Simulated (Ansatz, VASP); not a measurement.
**One calculation of Ag, two programs**

```
Ag
1.0
     2.89009    0.00000    0.00000
    -1.44505    2.50289    0.00000
     0.00000    0.00000    9.55970
Ag
4
Direct
  0.33333 0.66667 0.25000
  0.66667 0.33333 0.75000
  0.00000 0.00000 0.00000
  0.00000 0.00000 0.50000
```

Alike in both runs: task single point; functional LDA; k mesh 14 × 14 × 4; occupations fermi-dirac, width 0.1 eV; no spin polarisation.

|  | VASP | Ansatz |
| --- | --- | --- |
| version | VASP 6.6.1 | Ansatz 0.2.0 |
| potentials or method | VASP PAW LDA potentials, release 64 (Ag), cutoff 520 eV | plane waves (420 eV) with PAW, scalar-relativistic |
| valence electrons in the cell | 44 | 76 |

|  | VASP | Ansatz | Ansatz less VASP |
| --- | --- | --- | --- |
| pressure (GPa) | -8.2 | -8.4 | -0.15 |
| traceless stress, the component that is largest in VASP (GPa) | -0.86 | -0.85 | +0.012 |

Ansatz warns that its potentials were made for another functional, while VASP's fit it. LDA's correlation is that of Perdew and Zunger in VASP and of Perdew and Wang (1992) in Ansatz. VASP's potentials hold 44 valence electrons a cell and Ansatz's 76, so a difference there can come from the potentials and not from the codes.
